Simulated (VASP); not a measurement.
# BN (P6_3mc) in VASP: single point with PBE+D3(BJ)+U

Aim: the single point of BN with PBE+D3(BJ)+U.

All numbers are computed with VASP 6.6.1; they aren't measurements. Logs are shortened: lines on timing, memory, paths and dates and some standing lists are left out, and cuts for length are marked.

### 1 The cell of the first run

Symmetry: P6_3mc, No. 186, hexagonal system. Conventional cell: a = 2.554 Å, b = 2.554 Å, c = 4.227 Å, α = 90.00°, β = 90.00°, γ = 120.00°. B (site symmetry 3m) has 4 N at 1.57 to 1.58 Å within 2.1 Å. N (site symmetry 3m) has 4 B at 1.57 to 1.58 Å within 2.1 Å.

### 2 Single point, PBE+D3(BJ)+U

INCAR reads:

```
PREC = Accurate ; ENCUT = 1330
EDIFF = 1E-6 ; ISMEAR = 0
SIGMA = 0.1 ; LREAL = False
LASPH = True ; NELM = 200
ALGO = Normal ; ISIF = 2
LWAVE = False ; LCHARG = False
LDAU = True ; LDAUTYPE = 2
LDAUL = -1 1 ; LDAUU = 0 2.2
LDAUJ = 0 0 ; LDAUPRINT = 1
GGA = PE ; IVDW = 12
NBANDS = 16 ; GGA_COMPAT = False
```

KPOINTS reads:

```
regular mesh
0
Gamma
  3 3 1
```

POSCAR reads:

```
BN
1.0
    2.5539396017      0.0000000000      0.0000000000
   -1.2769698009      2.2117765748      0.0000000000
    0.0000000000      0.0000000000      4.2268550000
B N
2 2
Direct
    0.6666666667      0.3333333333      0.9997240000
    0.3333333333      0.6666666667      0.4997240000
    0.6666666667      0.3333333333      0.6252760000
    0.3333333333      0.6666666667      0.1252760000
```

Potentials or basis: VASP PAW PBE potentials, release 64 (B_h, N_h).

Started as:

```sh
$ cat potpaw_PBE.64/B_h/POTCAR potpaw_PBE.64/N_h/POTCAR > POTCAR
$ mpirun -np 1 vasp_std > vasp.out
```

OUTCAR:

```text
PREC = Accurate
   ENCUT = 1330
   EDIFF = 1E-6
   ISMEAR = 0
   LREAL = False
   LASPH = True
   NELM = 200
   ISIF = 2
   GGA = PE
   IVDW = 12
 IVDW          = 12

 ion  position               nearest neighbor table
   1  0.667  0.333  1.000-
   2  0.333  0.667  0.500-
   3  0.667  0.333  0.625-
   4  0.333  0.667  0.125-

  LATTYP: Found a hexagonal cell.
 ALAT       =     2.5539396017
 C/A-ratio  =     1.6550332659

  Lattice vectors:

 A1 = (   2.5539396017,   0.0000000000,   0.0000000000)
 A2 = (  -1.2769698009,   2.2117765748,   0.0000000000)
 A3 = (   0.0000000000,   0.0000000000,   4.2268550000)

Analysis of symmetry for initial positions (statically):
=====================================================================
 Subroutine PRICEL returns:
 Original cell was already a primitive cell.

 Routine SETGRP: Setting up the symmetry group for a
 hexagonal supercell.

 Subroutine GETGRP returns: Found 12 space group operations
 (whereof  6 operations were pure point group operations)
 out of a pool of 24 trial point group operations.

The static configuration has the point symmetry C_3v.
 The point group associated with its full space group is C_6v.

Analysis of symmetry for dynamics (positions and initial velocities):
=====================================================================
 Subroutine PRICEL returns:
 Original cell was already a primitive cell.

 Routine SETGRP: Setting up the symmetry group for a
 hexagonal supercell.

 Subroutine GETGRP returns: Found 12 space group operations
 (whereof  6 operations were pure point group operations)
 out of a pool of 24 trial point group operations.

The dynamic configuration has the point symmetry C_3v.
 The point group associated with its full space group is C_6v.

 Subroutine INISYM returns: Found 12 space group operations
 (whereof  6 operations are pure point group operations),
 and found     1 'primitive' translations

----------------------------------------------------------------------------------------

                                     Primitive cell

  volume of cell :      23.8764

  direct lattice vectors                    reciprocal lattice vectors
     2.553939602  0.000000000  0.000000000     0.391551938  0.226062617  0.000000000
    -1.276969801  2.211776575  0.000000000     0.000000000  0.452125233  0.000000000
[... 73 lines left out ...]
   ISIF   =      2    stress and relaxation
   ISYM   =      2    0-nonsym 1-usesym 2-fastsym
   POTIM  = 0.5000    time-step for ionic-motion
   TEBEG  =    0.0;   TEEND  =   0.0 temperature during run
   PSTRESS=    0.0 pullay stress
   NELECT =      16.0000    total number of electrons
   NUPDOWN=      -1.0000    fix difference up-down
   EMIN   =  10.00;   EMAX   =-10.00  energy-range for DOS
   EFERMI =   0.00;   METHOD = LEGACY
   ISMEAR =     0;   SIGMA  =   0.10  broadening in eV -4-tet -1-fermi 0-gaus
   EFERMI_NEDOS =   21; number of points for ismear=-14 and -15
   IALGO  =     38    algorithm
   IMIX   =      4    mixing-type and parameters
     AMIX     =   0.40;   BMIX     =  1.00
     AMIX_MAG =   1.60;   BMIX_MAG =  1.00
  volume/ion in A,a.u.               =       5.97        40.28
  Fermi-wavevector in a.u.,A,eV,Ry     =   1.432600  2.707222 27.923836  2.052344
  Thomas-Fermi vector in A             =   2.552210
   LORBIT       =      0    0 simple, 1 ext, 2 COOP (PROOUT), +10 PAW based schemes
 LDA+U is selected, type is set to LDAUTYPE =  2
   angular momentum for each species LDAUL =    -1    1
   U (eV)           for each species LDAUU =   0.0  2.2
   J (eV)           for each species LDAUJ =   0.0  0.0
   GGA     = PE    functional components
   LHFCALC =     F    Hartree Fock is set to
   AEXX    =    0.0000 exact exchange contribution
   IVDW    =    12    specifies the selected vdW correction
   LEPSILON=     F    determine dielectric tensor
   LRPA    =     F    only Hartree local field effects (RPA)
 non-spin polarized calculation
 Gauss-broadening in eV      SIGMA  =   0.10
  energy-cutoff  :     1330.00
  volume of cell :       23.88
 maximum number of plane-waves:      2639
 NGX is ok and might be reduce to    30
   NGX = 15   NGY = 15   NGZ = 25

 number of electron      16.0000000 magnetization

 Free energy of the ion-electron system (eV)
  ---------------------------------------------------
  ext. energy  EPLUGINS =         0.00000000
  ---------------------------------------------------
  free energy    TOTEN  =       -31.96659852 eV

  energy without entropy =      -31.96659852  energy(sigma->0) =      -31.96659852

 E-fermi :   9.8782     XC(G=0): -12.8648

 val. band max:        9.3271159849   @ k =   0.0000   0.0000   0.0000
 cond. band min:      14.3661293689   @ k =   0.3333   0.3333   0.0000
 fundamental gap:      5.0390133840
 Fermi energy:         9.8781771976

 k-point     1 :       0.0000    0.0000    0.0000
  band No.  band energies     occupation
      1     -11.1783      2.00000
      2      -7.0786      2.00000
      3      -1.6341      2.00000
      4       7.1855      2.00000
      5       7.1855      2.00000
      6       9.0365      2.00000
[... 34 lines left out ...]
      3       0.0806      2.00000
      4       2.0599      2.00000
      5       2.0599      2.00000
      6       3.8588      2.00000
[... 8 lines left out ...]
     15      24.2160      0.00000
     16      24.2160      0.00000

------------------------ aborting loop because EDIFF is reached ----------------------------------------

 Edisp (eV)   -0.82790

 E8    (eV) :    -0.2448

  FORCE on cell =-STRESS in cart. coord.  units (eV):
  Direction    XX          YY          ZZ          XY          YZ          ZX
  --------------------------------------------------------------------------------------
  -------------------------------------------------------------------------------------
  Total       2.20618     2.20618    -3.51632    -0.00000     0.00000     0.00000
  in kB     148.04115   148.04115  -235.95509    -0.00000     0.00000     0.00000
  external pressure =       20.04 kB  Pullay stress =        0.00 kB

 VOLUME and BASIS-vectors are now :
 -----------------------------------------------------------------------------
  energy-cutoff  :     1330.00
  volume of cell :       23.88
      direct lattice vectors                 reciprocal lattice vectors
     2.553939602  0.000000000  0.000000000     0.391551938  0.226062617  0.000000000
    -1.276969801  2.211776575  0.000000000     0.000000000  0.452125233  0.000000000
     0.000000000  0.000000000  4.226855000     0.000000000  0.000000000  0.236582518

 POSITION                                       TOTAL-FORCE (eV/Angst)
 -----------------------------------------------------------------------------------
      1.27697      0.73726      4.22569        -0.000000     -0.000000      1.314052
     -0.00000      1.47452      2.11226         0.000000      0.000000      1.314052
      1.27697      0.73726      2.64295         0.000000      0.000000     -1.314052
     -0.00000      1.47452      0.52952        -0.000000      0.000000     -1.314052
 -----------------------------------------------------------------------------------
    total drift:                                0.000000      0.000000     -0.000069

  FREE ENERGIE OF THE ION-ELECTRON SYSTEM (eV)
  ---------------------------------------------------
  free  energy   TOTEN  =       -32.7945033142 eV

  energy  without entropy=      -32.7945033142  energy(sigma->0) =      -32.79450331
```

stdout:

```text
POSCAR found type information on POSCAR B N
 POSCAR found :  2 types and       4 ions
 scaLAPACK will be used
 LDA part: xc-table for (Slater+PW92), standard interpolation
 POSCAR, INCAR and KPOINTS ok, starting setup
 FFT: planning ... GRIDC
 FFT: planning ... GRID_SOFT
 FFT: planning ... GRID
 WAVECAR not read
 entering main loop
```

Run time: 7.1 s. Hardware: 1 thread of Intel Xeon Platinum 8259CL at 2.50GHz (Skylake/Cascade Lake), shared host; peak memory 0.2 GiB.

Results:

* Free energy: -32.7945 eV
* Pressure: 2.0 GPa
* Largest force: 1.314 eV/Å
* Band gap on the k mesh: 5.04 eV (least direct gap 8.16 eV)
* Dispersion energy per atom: -0.207 eV

Forces on the atoms (eV/Å):
```
B    0.000  0.000  1.314
B    0.000  0.000  1.314
N    0.000  0.000 -1.314
N    0.000  0.000 -1.314
```

Caveat: the k points lie up to 1.49 Å⁻¹ apart; forces of over 1 eV/Å act on the atoms, so gaps and moduli don't describe the material at rest.
